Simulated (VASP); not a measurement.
# Mg: single point with revPBE

The system is Mg.

```
CELL_PARAMETERS angstrom
0.00000 2.18621 2.18621
2.18621 0.00000 2.18621
2.18621 2.18621 0.00000
ATOMIC_POSITIONS crystal
Mg 0.00000 0.00000 0.00000
```

This cell differs from its parent crystal: volume scaled by 0.88.

```
Program             : VASP 6.6.1
Task                : single point
Functional          : revPBE
Potentials or basis : VASP PAW PBE potentials, release 64 (Mg)
Cutoff              : 520 eV
k mesh              : 13 × 13 × 13
Occupations         : fermi-dirac, width 0.1 eV
Spin                : no spin polarisation
```

```yaml
Pressure: 5.4 GPa
Band_gap_on_the_k_mesh: zero (band 1 reaches 4.04 eV, above the bottom of band 2 at 2.20 eV)
```

Levels at points of the mesh, in eV from the Fermi level:
```tsv
k point	band 1	band 2	band 3	band 4	band 5	band 6
(0.00, 0.00, 0.00)	-7.31	13.00	13.00	13.00	15.35	15.50
```

Wall time 9.9 s on 1 thread of Intel Xeon 8259CL (shared host), peak memory 0.14 GiB.

Caveat: the PAW data sets were made with another functional, which shifts forces and pressure a little.
